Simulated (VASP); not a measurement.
CaS, 2 atoms in the cell. It takes space group Fm-3m (No. 225, cubic). The conventional cell has a = 5.655 Å, b = 5.655 Å, c = 5.655 Å, α = 90.00°, β = 90.00°, γ = 90.00°. Within 3.7 Å of Ca (site symmetry m-3m) lie 6 S at 2.83 Å. S (site symmetry m-3m) has 6 Ca at 2.83 Å within 3.7 Å.  This cell differs from its parent crystal: volume scaled by 0.98.

```yaml
Program: VASP 6.6.1
Task: single point
Functional: r2SCAN
Potentials_or_basis: VASP PAW PBE potentials, release 64 (Ca_sv, S)
Cutoff: 550 eV
k_mesh: 8 × 8 × 8
Occupations: gaussian, width 0.05 eV
Spin: no spin polarisation
Dipole_correction: no
Further_INCAR_settings: ALGO = Normal; EDIFF = 1e-06; NBANDS = 15
```

Potentials or basis: VASP PAW PBE potentials, release 64 (Ca_sv, S).

The run is started by

```sh
$ cat potpaw_PBE.64/Ca_sv/POTCAR potpaw_PBE.64/S/POTCAR > POTCAR
$ cp INCAR.step1 INCAR
$ mpirun -np 1 vasp_std > vasp.out
$ cp INCAR.step2 INCAR
$ mpirun -np 1 vasp_std > vasp.out
```

Hardware: 1 thread of Intel(R) Xeon(R) 6975P-C (Granite Rapids) (shared host).

**Question.** Estimate the wall time of this run.

**Answer.** Run time: 40 s on 1 thread of Intel(R) Xeon(R) 6975P-C (Granite Rapids), on a shared host, peak memory 0.19 GiB. Counts: k points 29.
